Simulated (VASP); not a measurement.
# Si8O17 (a cell with a defect) in VASP: notebook

Si8O17 (a cell with a defect) is run at these levels: PBE; tasks: single point.

All numbers are computed with VASP 6.6.1; they aren't measurements. Logs are shortened: lines on timing, memory, paths and dates and some standing lists are left out, and cuts for length are marked.

**1. The cell of the first run**

The cell holds a defect, 25 atoms: a = 8.726 Å, b = 8.726 Å, c = 7.186 Å, α = 65.69°, β = 65.69°, γ = 48.63°.

**2. Single point, PBE**

Contents of INCAR:

```
SYSTEM = Si8O17
ALGO = Normal
EDIFF = 1E-6
ENCUT = 520
GGA = PE
GGA_COMPAT = .False.
ISIF = 2
ISMEAR = -1
LASPH = .True.
LCHARG = .False.
LREAL = .False.
LWAVE = .False.
NBANDS = 85
NELECT = 136.0
NELM = 120
PREC = Accurate
SIGMA = 0.01
```

Contents of KPOINTS:

```
k-points
0
Gamma
  1 1 1
  0 0 0
```

Contents of POSCAR:

```
Si8O17
1.0
    0.0000000000      5.0813926900      7.0944098900
    5.0813926900      0.0000000000      7.0944098900
    5.0813926900      5.0813926900      0.0000000000
Si O
8 17
Direct
    0.2560389276      0.2437770772      0.4445969238
    0.7488343847      0.7375180345      0.9568192819
    0.0335553559      0.8340425816     -0.0061727692
    0.5866337281      0.1493587097      0.6283410116
    0.4266106385      0.8151200806      0.3915211257
    0.9179830074      0.2939228845      0.8796717937
    0.0124534959     -0.0070856505      0.2957305530
    0.5013281993      0.4857638178      0.7865805772
    0.0610566961      0.2993760322      0.6459672744
    0.5524542764      0.7852835998      0.1552774239
    0.5182524888      0.2897184979      0.7809682256
    1.0287446256      0.8213369190      0.2328662931
    0.4069608161      0.2653535762      0.5053933324
    0.8817809521      0.7845143984      1.0008262214
    0.2010792115      0.8713285721      0.4124897113
    0.6590530778      0.4261289468      0.9082126270
    0.0237801669      0.1607132967      0.0930952332
    0.5557936097      0.5875175270      0.5414505247
    0.4018797522     -0.0173054865      0.4649785793
    0.8748885446      0.5174999414      0.9047403775
    0.2679434302      0.6638052173      0.8833513559
    0.7969070520      0.1140415561      0.4604515911
    0.1994267691      0.3721118209      0.2274735610
    0.6380293362      0.9238881064      0.7615574877
   -0.0425238076      0.0657672321      0.8663261582
```

Potentials or basis: VASP PAW PBE potentials, release 64 (Si, O).

On the command line:

```bash
cat potpaw_PBE.64/Si/POTCAR potpaw_PBE.64/O/POTCAR > POTCAR
mpirun -np 1 vasp_gam > vasp.out
```

OUTCAR:

```text
SYSTEM = Si8O17
   EDIFF = 1E-6
   ENCUT = 520
   GGA = PE
   ISIF = 2
   ISMEAR = -1
   LASPH = .True.
   LREAL = .False.
   NELECT = 136.0
   NELM = 120
   PREC = Accurate

 ion  position               nearest neighbor table
   1  0.256  0.244  0.445-  23 1.55   9 1.64  13 1.68  19 1.70   5 3.11   4 3.14
   2  0.749  0.738  0.957-  20 1.58  14 1.63  10 1.64  24 1.65   4 3.09
   3  0.034  0.834  0.994-  25 1.60  14 1.62  21 1.62  12 1.66   7 2.91
   4  0.587  0.149  0.628-  13 1.60  24 1.62  22 1.63  11 1.63   2 3.09   8 3.10   1 3.14
   5  0.427  0.815  0.392-  19 1.61  10 1.61  18 1.63  15 1.64   8 3.01   7 3.11   1 3.11
   6  0.918  0.294  0.880-   9 1.63  17 1.68  16 1.69  20 1.80  25 1.82   7 3.04   8 3.08
   7  0.012  0.993  0.296-  17 1.61  22 1.62  15 1.62  12 1.64   3 2.91   6 3.04   5 3.11
   8  0.501  0.486  0.787-  21 1.61  16 1.61  11 1.63  18 1.64   5 3.01   6 3.08   4 3.10
   9  0.061  0.299  0.646-   6 1.63   1 1.64
  10  0.552  0.785  0.155-   5 1.61   2 1.64
  11  0.518  0.290  0.781-   4 1.63   8 1.63
  12  0.029  0.821  0.233-   7 1.64   3 1.66
  13  0.407  0.265  0.505-   4 1.60   1 1.68
  14  0.882  0.785  0.001-   3 1.62   2 1.63
  15  0.201  0.871  0.412-   7 1.62   5 1.64
  16  0.659  0.426  0.908-   8 1.61   6 1.69
  17  0.024  0.161  0.093-   7 1.61   6 1.68
  18  0.556  0.588  0.541-   5 1.63   8 1.64
  19  0.402  0.983  0.465-   5 1.61   1 1.70
  20  0.875  0.517  0.905-   2 1.58   6 1.80
  21  0.268  0.664  0.883-   8 1.61   3 1.62
  22  0.797  0.114  0.460-   7 1.62   4 1.63
  23  0.199  0.372  0.227-   1 1.55
  24  0.638  0.924  0.762-   4 1.62   2 1.65
  25  0.957  0.066  0.866-   3 1.60   6 1.82

  LATTYP: Found a body centered tetragonal cell.
 ALAT       =     7.1861744579
 C/A-ratio  =     1.9744608015

  Lattice vectors:

 A1 = (  -5.0813926900,   0.0000000000,   7.0944098900)
 A2 = (   5.0813926900,   0.0000000000,   7.0944098900)
 A3 = (   0.0000000000,   5.0813926900,  -7.0944098900)

Analysis of symmetry for initial positions (statically):
=====================================================================
 Subroutine PRICEL returns:
 Original cell was already a primitive cell.

 Routine SETGRP: Setting up the symmetry group for a
 body centered tetragonal supercell.

 Subroutine GETGRP returns: Found  1 space group operations
 (whereof  1 operations were pure point group operations)
 out of a pool of 16 trial point group operations.

The static configuration has the point symmetry C_1 .

Analysis of symmetry for dynamics (positions and initial velocities):
=====================================================================
 Subroutine PRICEL returns:
 Original cell was already a primitive cell.

 Routine SETGRP: Setting up the symmetry group for a
 body centered tetragonal supercell.

 Subroutine GETGRP returns: Found  1 space group operations
 (whereof  1 operations were pure point group operations)
 out of a pool of 16 trial point group operations.

The dynamic configuration has the point symmetry C_1 .

 Subroutine INISYM returns: Found  1 space group operations
 (whereof  1 operations are pure point group operations),
 and found     1 'primitive' translations

----------------------------------------------------------------------------------------

                                     Primitive cell

  volume of cell :     366.3632

  direct lattice vectors                    reciprocal lattice vectors
     0.000000000  5.081392690  7.094409890    -0.098398221  0.098398221  0.070478025
     5.081392690  0.000000000  7.094409890     0.098398221 -0.098398221  0.070478025
     5.081392690  5.081392690  0.000000000     0.098398221  0.098398221 -0.070478025

  length of vectors
     8.726465685  8.726465685  7.186174458     0.155985806  0.155985806  0.155985806

  position of ions in fractional coordinates (direct lattice)
     0.256038928  0.243777077  0.444596924
     0.748834385  0.737518034  0.956819282
     0.033555356  0.834042582  0.993827231
     0.586633728  0.149358710  0.628341012
     0.426610639  0.815120081  0.391521126
     0.917983007  0.293922884  0.879671794
[... 17 lines left out ...]
     0.638029336  0.923888106  0.761557488
     0.957476192  0.065767232  0.866326158

  ion indices of the primitive-cell ions
   primitive index   ion index
                 1           1
                 2           2
                 3           3
                 4           4
                 5           5
                 6           6
[... 17 lines left out ...]
                24          24
                25          25

----------------------------------------------------------------------------------------

 KPOINTS: k-points

Automatic generation of k-mesh.
 Grid dimensions read from file:
 generate k-points for:    1    1    1

 Generating k-lattice:

  Cartesian coordinates                     Fractional coordinates (reciprocal lattice)
    -0.098398221  0.098398221  0.070478025     1.000000000  0.000000000  0.000000000
     0.098398221 -0.098398221  0.070478025     0.000000000  1.000000000  0.000000000
     0.098398221  0.098398221 -0.070478025    -0.000000000 -0.000000000  1.000000000

  Length of vectors
     0.155985806  0.155985806  0.155985806

  Shift w.r.t. Gamma in fractional coordinates (k-lattice)
     0.000000000  0.000000000  0.000000000

 Subroutine IBZKPT returns following result:
 ===========================================

 Found      1 irreducible k-points:

 Following reciprocal coordinates:
            Coordinates               Weight
  0.000000  0.000000  0.000000      1.000000
   k-points           NKPTS =      1   k-points in BZ     NKDIM =      1   number of bands    NBANDS=     85
   number of dos      NEDOS =    301   number of ions     NIONS =     25
   total plane-waves  NPLWV = 264600
   dimension x,y,z NGX =    70 NGY =   70 NGZ =   54
   dimension x,y,z NGXF=   140 NGYF=  140 NGZF=  108
   ions per type =               8  17
   NGX,Y,Z   is equivalent  to a cutoff of  13.34, 13.34, 12.49 a.u.
   NGXF,Y,Z  is equivalent  to a cutoff of  26.67, 26.67, 24.98 a.u.
 SYSTEM =  Si8O17
   PREC   = accura    normal or accurate (medium, high low for compatibility)
   ISTART =      0    job   : 0-new  1-cont  2-samecut
   ICHARG =      2    charge: 1-file 2-atom 10-const
   ISPIN  =      1    spin polarized calculation?
   LNONCOLLINEAR =      F non collinear calculations
   LSORBIT =      F    spin-orbit coupling
   LASPH  =      T    aspherical Exc in radial PAW
   ENCUT  =  520.0 eV  38.22 Ry    6.18 a.u.  16.23 16.23 13.36*2*pi/ulx,y,z
   NELM   =    120;   NELMIN=  2; NELMDL= -5     # of ELM steps
   EDIFF  = 0.1E-05   stopping-criterion for ELM
   LREAL  =      F    real-space projection
   EDIFFG = 0.1E-04   stopping-criterion for IOM
   NSW    =      0    number of steps for IOM
   IBRION =     -1    ionic relax: 0-MD 1-quasi-New 2-CG
   NFREE  =      0    steps in history (QN), initial steepest desc. (CG)
   ISIF   =      2    stress and relaxation
   ISYM   =      2    0-nonsym 1-usesym 2-fastsym
   POTIM  = 0.5000    time-step for ionic-motion
   TEBEG  =    0.0;   TEEND  =   0.0 temperature during run
   PSTRESS=    0.0 pullay stress
   NELECT =     136.0000    total number of electrons
   NUPDOWN=      -1.0000    fix difference up-down
   EMIN   =  10.00;   EMAX   =-10.00  energy-range for DOS
   EFERMI =   0.00;   METHOD = LEGACY
   ISMEAR =    -1;   SIGMA  =   0.01  broadening in eV -4-tet -1-fermi 0-gaus
   EFERMI_NEDOS =   21; number of points for ismear=-14 and -15
   IALGO  =     38    algorithm
   IMIX   =      4    mixing-type and parameters
     AMIX     =   0.40;   BMIX     =  1.00
     AMIX_MAG =   1.60;   BMIX_MAG =  1.00
  volume/ion in A,a.u.               =      14.65        98.89
  Fermi-wavevector in a.u.,A,eV,Ry     =   1.176568  2.223392 18.834727  1.384313
  Thomas-Fermi vector in A             =   2.312930
   LORBIT       =      0    0 simple, 1 ext, 2 COOP (PROOUT), +10 PAW based schemes
   GGA     = PE    functional components
   LHFCALC =     F    Hartree Fock is set to
   AEXX    =    0.0000 exact exchange contribution
   IVDW    =     0    specifies the selected vdW correction
   LEPSILON=     F    determine dielectric tensor
   LRPA    =     F    only Hartree local field effects (RPA)
 non-spin polarized calculation
  energy-cutoff  :      520.00
  volume of cell :      366.36
 maximum number of plane-waves:      4932
 NGX is ok and might be reduce to    70
   NGX = 33   NGY = 33   NGZ = 27

 number of electron     136.0000001 magnetization

 Free energy of the ion-electron system (eV)
  ---------------------------------------------------
  ext. energy  EPLUGINS =         0.00000000
  ---------------------------------------------------
  free energy    TOTEN  =      -188.86482486 eV

  energy without entropy =     -188.86482486  energy(sigma->0) =     -188.86482486

 E-fermi :   1.8920     XC(G=0):  -8.4306

 val. band max:        1.6349042807   @ k =   0.0000   0.0000   0.0000
 cond. band min:       5.3829983826   @ k =   0.0000   0.0000   0.0000
 fundamental gap:      3.7480941018
 Fermi energy:         1.8920273279

 k-point     1 :       0.0000    0.0000    0.0000
  band No.  band energies     occupation
      1     -19.5999      2.00000
      2     -18.8473      2.00000
      3     -18.8062      2.00000
      4     -18.7260      2.00000
      5     -18.6244      2.00000
      6     -18.2270      2.00000
[... 72 lines left out ...]
     79       9.3574      0.00000
     80       9.4055      0.00000
 [bands above 80 left out]

------------------------ aborting loop because EDIFF is reached ----------------------------------------

  FORCE on cell =-STRESS in cart. coord.  units (eV):
  Direction    XX          YY          ZZ          XY          YZ          ZX
  --------------------------------------------------------------------------------------
  -------------------------------------------------------------------------------------
  Total       12.4929337     18.6445758     14.9366222      0.4260002     -1.7448152     -3.4644234
  in kB       54.6340290     81.5363563     65.3207538      1.8629815     -7.6304163    -15.1505973
  external PRESSURE =      67.1637130 kB  Pullay stress =       0.0000000 kB

 VOLUME and BASIS-vectors are now :
 -----------------------------------------------------------------------------
  energy-cutoff  :      520.00
  volume of cell :      366.36
      direct lattice vectors                 reciprocal lattice vectors
     0.000000000  5.081392690  7.094409890    -0.098398221  0.098398221  0.070478025
     5.081392690  0.000000000  7.094409890     0.098398221 -0.098398221  0.070478025
     5.081392690  5.081392690  0.000000000     0.098398221  0.098398221 -0.070478025

 POSITION                                       TOTAL-FORCE (eV/Angst)
 -----------------------------------------------------------------------------------
      3.49790      3.56021      3.54590         0.063906      0.109859     -0.031572
      8.60959      8.66710     10.54479         0.035276     -0.010311      0.005149
      9.28812      5.22053      6.15510        -0.057999      0.033316     -0.071061
      3.95180      6.17376      5.22143         0.001471      0.005759      0.016388
      6.13142      4.15725      8.80935        -0.014022     -0.000898     -0.005990
      5.96350      9.13459      8.59776         0.028236     -0.011864      0.040657
[... 17 lines left out ...]
      8.56441      7.11185     11.08088         0.000161      0.016404      0.000006
      4.73633      9.26746      7.25931         0.038214     -0.026697      0.046882
 -----------------------------------------------------------------------------------
    total drift:                               -0.001429     -0.000509     -0.000474

  FREE ENERGIE OF THE ION-ELECTRON SYSTEM (eV)
  ---------------------------------------------------
  free  energy   TOTEN  =      -188.8648248551 eV

  energy  without entropy=     -188.8648248551  energy(sigma->0) =     -188.86482486
```

It took 2.3 min on 1 thread of Intel Xeon 8259CL, shared host; peak memory 0.53 GiB.

What came out:

```yaml
Free_energy: -188.8648 eV
Largest_force: 0.154 eV/Å
```

Forces on the atoms (eV/Å):
```
Si   0.064  0.110 -0.032
Si   0.035 -0.010  0.005
Si  -0.058  0.033 -0.071
Si   0.001  0.006  0.016
Si  -0.014 -0.001 -0.006
Si   0.028 -0.012  0.041
Si   0.045  0.050 -0.011
Si   0.024 -0.006 -0.031
O   -0.032  0.006  0.018
O   -0.006  0.008  0.013
O   -0.005 -0.005  0.011
O   -0.008 -0.006 -0.011
O   -0.008 -0.028 -0.032
O   -0.008 -0.013 -0.005
O   -0.009  0.003  0.016
O   -0.007  0.023  0.009
O   -0.013 -0.015  0.007
O    0.001  0.005 -0.005
O    0.025 -0.006  0.020
O   -0.048  0.007 -0.037
O    0.005 -0.001  0.000
O   -0.004  0.000 -0.014
O   -0.048 -0.136  0.052
O    0.000  0.016  0.000
O    0.038 -0.027  0.047
```

Caveat: the k points lie up to 0.98 Å⁻¹ apart; the cell carries a net charge on a neutralising background, which shifts energy and pressure; the cell is charged against a uniform background, so pressure and absolute levels hang on convention.

**3. Single point, PBE**

Contents of INCAR:

```
PREC     = Accurate       # precision mode
ENCUT    = 520            # plane-wave cutoff, eV
EDIFF    = 1E-6           # SCF threshold, eV
ISMEAR   = -1             # smearing method
SIGMA    = 0.01           # smearing width, eV
LREAL    = False          # projectors in reciprocal space
LASPH    = True           # aspherical terms in the spheres
NELM     = 120            # most SCF steps
ALGO     = Normal         # electronic algorithm
ISIF     = 2              # what is computed and relaxed
LWAVE    = False          # write WAVECAR
LCHARG   = True           # write CHGCAR
GGA      = PE             # functional
LELF     = True           # ELF
LVHAR    = True         
NBANDS   = 85             # bands
NELECT   = 136.0        
GGA_COMPAT= False
```

Contents of KPOINTS:

```
Automatic mesh
0
Gamma
  1 1 1
```

Contents of POSCAR:

```
Si8O17
1.0
    0.0000000000      5.0813926900      7.0944098900
    5.0813926900      0.0000000000      7.0944098900
    5.0813926900      5.0813926900      0.0000000000
Si O
8 17
Direct
    0.2420571523      0.2323802080      0.4607847592
    0.7363493288      0.7501028037      0.9662656326
    0.0092927433      0.8680840133     -0.0207272805
    0.5638925097      0.1653698087      0.6385809989
    0.4162392393      0.8160702557      0.3909353291
    0.9053473803      0.3281551080      0.8898347381
   -0.0129111253      0.0060339346      0.3081740557
    0.4864088430      0.4951637402      0.7969355003
    0.0926907028      0.2353648011      0.6972248001
    0.5479561899      0.7637554845      0.1608613578
    0.4804394673      0.3142377950      0.7904102924
    0.9954812168      0.8464707663      0.2384882423
    0.3928321723      0.2649866719      0.5122213545
    0.8864230536      0.7600675371      1.0260535679
    0.1851413743      0.8843555548      0.4137081770
    0.6785367554      0.3899015541      0.9024200238
   -0.0134207117      0.1823763467      0.1067283269
    0.5388070740      0.5968906837      0.5521906127
    0.4151135983     -0.0178614438      0.4385284098
    0.8624032291      0.5461377873      0.8736539302
    0.2715139892      0.6727941606      0.9141749161
    0.7787053903      0.1278562094      0.4808921999
    0.2065263910      0.4015607915      0.2348255565
    0.6152420433      0.9434381396      0.7834225515
    0.0648695911      0.3278503842      0.3199314390
```

Potentials or basis: VASP PAW PBE potentials, release 64 (Si, O).

On the command line:

```bash
cat potpaw_PBE.64/Si/POTCAR potpaw_PBE.64/O/POTCAR > POTCAR
mpirun -np 1 vasp_gam > vasp.out
```

Wall time 2.6 min (1 thread of Intel Xeon 8259CL, shared host); peak memory 0.54 GiB.

Results (log left out):

| Property | Result |
| --- | --- |
| Free energy | -183.3588 eV |
| Largest force | 0.220 eV/Å |

Forces in eV/Å, atoms in the order of the input:
```
Si   0.042  0.140 -0.008
Si  -0.023 -0.001 -0.031
Si  -0.017  0.012 -0.004
Si   0.011  0.013  0.011
Si  -0.037  0.001 -0.021
Si   0.010  0.007  0.004
Si   0.063  0.042  0.030
Si   0.020  0.033 -0.014
O   -0.031 -0.008  0.019
O    0.004  0.005  0.009
O   -0.011 -0.003  0.007
O   -0.027 -0.006 -0.032
O   -0.009 -0.037 -0.030
O    0.003 -0.007  0.031
O   -0.003 -0.013  0.007
O   -0.012  0.003  0.011
O   -0.004  0.000 -0.011
O    0.005  0.012 -0.013
O    0.032 -0.016  0.018
O    0.008  0.000 -0.013
O    0.015 -0.028 -0.002
O   -0.008  0.003 -0.007
O   -0.026 -0.050  0.213
O    0.004  0.000  0.012
O   -0.008 -0.101 -0.185
```

Levels at points of the mesh, in eV from the Fermi level:
```tsv
k point	band 66	band 67	band 68	band 69	band 70	band 71
(0.00, 0.00, 0.00)	-2.04	-0.80	-0.33	2.71	3.07	4.56
```

Caveat: the k points lie up to 0.98 Å⁻¹ apart; the cell carries a net charge on a neutralising background, which shifts energy and pressure; the cell is charged against a uniform background, so pressure and absolute levels hang on convention.

[end of part 1 of 2]
